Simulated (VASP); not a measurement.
Input of a VASP 6.6.1 run:

The input INCAR:

```
ALGO = Normal
EDIFF = 1E-6
ENCUT = 520
GGA = PS
ISIF = 2
ISMEAR = -1
IVDW = 12
LASPH = T
LCHARG = F
LREAL = F
LWAVE = F
NBANDS = 28
NELM = 80
PREC = Accurate
SIGMA = 0.05
```

File KPOINTS:

```
k-points
0
Gamma
  7 7 7
```

File POSCAR:

```
BaTiO3
1.0
    3.9855000000      0.0000000000      0.0000000000
    0.0000000000      2.8369000000      2.8451500000
    0.0000000000     -2.8369000000      2.8451500000
Ba Ti O
1 1 3
Direct
    0.0000000000      0.0000000000      0.0000000000
    0.5000000000      0.5124000000      0.5124000000
    0.5000000000      0.9918400000      0.5052400000
    0.5000000000      0.5052400000      0.9918400000
    0.0000000000      0.4874000000      0.4874000000
```

Potentials or basis: VASP PAW PBE potentials, release 64 (Ba_sv, Ti_sv, O).

Launch:

```console
$ cat potpaw_PBE.64/Ba_sv/POTCAR potpaw_PBE.64/Ti_sv/POTCAR potpaw_PBE.64/O/POTCAR > POTCAR
$ mpirun -np 1 vasp_std > vasp.out
```

(1) What does it give for the band gap on the k mesh?

(2) Predict the dispersion energy per atom.

(3) What does it give for the pressure?

Results:

(1) 1.88 eV, indirect (least direct gap 2.01 eV).

(2) -0.263 eV.

(3) -5.6 GPa.

Caveat: three body term missing; the PAW data sets were made with another functional, which shifts forces and pressure a little; spin-orbit coupling is left out, which moves the levels of the heavy elements.
